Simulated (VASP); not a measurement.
A run of VASP 6.6.1:

File INCAR:

```
SYSTEM = PtSe2
PREC = Accurate ; ENCUT = 520
EDIFF = 1E-7 ; ISMEAR = 0
SIGMA = 0.05 ; LREAL = .False.
LASPH = .True. ; NELM = 80
ALGO = Normal ; ISIF = 2
LWAVE = .False. ; LCHARG = .True.
GGA = PE ; LELF = .True.
LVHAR = .True. ; NBANDS = 18
```

File KPOINTS:

```
regular mesh
0
Gamma
  12 12 4
  0 0 0
```

The input POSCAR:

```
PtSe2
1.0
    3.7516620337      0.0000000000      0.0000000000
   -1.8758310169      3.2490346276      0.0000000000
    0.0000000000      0.0000000000      6.3310721917
Pt Se
1 2
Direct
    0.0000000000      0.0000000000      0.0000000000
    0.3333333333      0.6666666667      0.2001869949
    0.6666666667      0.3333333333      0.7998130051
```

Potentials or basis: VASP PAW PBE potentials, release 64 (Pt, Se).

Launch:

```console
$ cat potpaw_PBE.64/Pt/POTCAR potpaw_PBE.64/Se/POTCAR > POTCAR
$ mpirun -np 1 vasp_std > vasp.out
```

Hardware: 1 thread of Intel Xeon 8259CL, with other jobs on the host.

Question: How long does it take, and how much memory?

Answer: Wall time 2.3 min on 1 thread of Intel Xeon 8259CL, on a shared host, peak memory 0.25 GiB. Counts: scf iterations 16, k points 69.
